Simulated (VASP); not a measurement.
Set up this calculation in VASP 6.6.1, as the native input.

* Task: single point
* Functional: PBE
* Potentials or basis: VASP PAW PBE potentials, release 64 (Ti_sv, Al, O)
* Cutoff: 520 eV
* k mesh: 3 × 3 × 2
* Occupations: methfessel-paxton, width 0.1 eV
* Spin: no spin polarisation
* Dipole correction: no
* Further INCAR settings: LREAL = Auto; ALGO = Normal; EDIFF = 1e-06; NBANDS = 59

The structure of Ti4Al12O (a cell with a defect) lies in POSCAR:

```
Ti4Al12O
1.0
    3.8447514400      3.8447514400      0.0000000000
   -3.8447514400      3.8447514400      0.0000000000
    0.0000000000      0.0000000000      8.6237151300
Ti Al O
4 12 1
Direct
   -0.0118386067     -0.0191178809     -0.0108816210
    0.0012536571      0.5014514020      0.4959661742
    0.5004577097      0.0004924896      0.4974789792
    0.5202155539      0.4928109215     -0.0017356789
    0.0019806222     -0.0004247349      0.4933359852
    0.0281114402      0.4992404659     -0.0310672368
    0.4793606372     -0.0133081425     -0.0122516802
    0.4973984742      0.5059784827      0.5024208169
    0.2617698480      0.2484766610      0.2514420951
    0.2546765416      0.7504734818      0.7377239280
    0.7465247220      0.2420169456      0.7382176828
    0.7371789943      0.7588828681      0.2543446724
    0.2502440054      0.2463860186      0.7412555846
    0.2370106401      0.7411207316      0.2445545763
    0.7404218568      0.2626406455      0.2826642535
    0.7543643706      0.7443860922      0.7420669518
   -0.1349222461      0.2868402593      0.0923381615
```

These files were run (other wordings do the same):

INCAR

```
SYSTEM = Ti4Al12O
ALGO = Normal
EDIFF = 1E-6
ENCUT = 520
GGA = PE
ISIF = 2
ISMEAR = 1
LASPH = .True.
LCHARG = .False.
LREAL = Auto
LWAVE = .False.
NBANDS = 59
NELM = 60
PREC = Accurate
SIGMA = 0.1
```

KPOINTS

```
k-points
0
Gamma
  3 3 2
  0 0 0
```

Potentials or basis: VASP PAW PBE potentials, release 64 (Ti_sv, Al, O).

Run with:

```bash
$ cat potpaw_PBE.64/Ti_sv/POTCAR potpaw_PBE.64/Al/POTCAR potpaw_PBE.64/O/POTCAR > POTCAR
$ mpirun -np 1 vasp_std > vasp.out
```

Results of the run:

The pressure is 4.5 GPa and the largest force is 0.395 eV/Å. The band gap on the k mesh is zero (bands 45 and 46 overlap by 0.12 eV).

Caveat: the k points lie up to 0.39 Å⁻¹ apart.

It took 2 min on 1 thread of AMD EPYC 9R45 96-Core Processor (Zen 5) (shared host), peak memory 0.32 GiB.
